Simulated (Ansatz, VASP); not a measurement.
# Two plane-wave programs on Zn2W

```
Zn W
1.0
     0.00000    3.47204    3.47204
     3.47204    0.00000    3.47204
     3.47204    3.47204    0.00000
Zn W
4 2
Direct
  0.12500 0.12500 0.12500
  0.62500 0.12500 0.12500
  0.12500 0.12500 0.62500
  0.12500 0.62500 0.12500
  0.50000 0.50000 0.50000
  0.75000 0.75000 0.75000
```

Alike in both runs: functional PBE; k mesh 10 × 10 × 10; occupations gaussian, width 0.1 eV; no spin polarisation.

Ansatz relaxed the structure, and its values are those at the end. VASP's run is a single point on that final structure, the one shown.

|  | VASP | Ansatz |
| --- | --- | --- |
| version | VASP 6.6.1 | Ansatz 0.2.0 |
| potentials or method | VASP PAW PBE potentials, release 64 (Zn, W_sv), cutoff 520 eV | scalar-relativistic, plane waves, PAW |
| valence electrons in the cell | 76 | 76 |

Ansatz gave:

| Quantity | Value |
| --- | --- |
| gap on the k mesh at the Fermi level (eV) | none |
| pressure (GPa) | 0.0 |

Problem. Estimate VASP's values.

Solution. gap on the k mesh at the Fermi level (eV): none; pressure (GPa): 0.6.

A gap of «none» marks a metal or a gap that the smearing closes.

Neither program's run includes spin-orbit coupling.
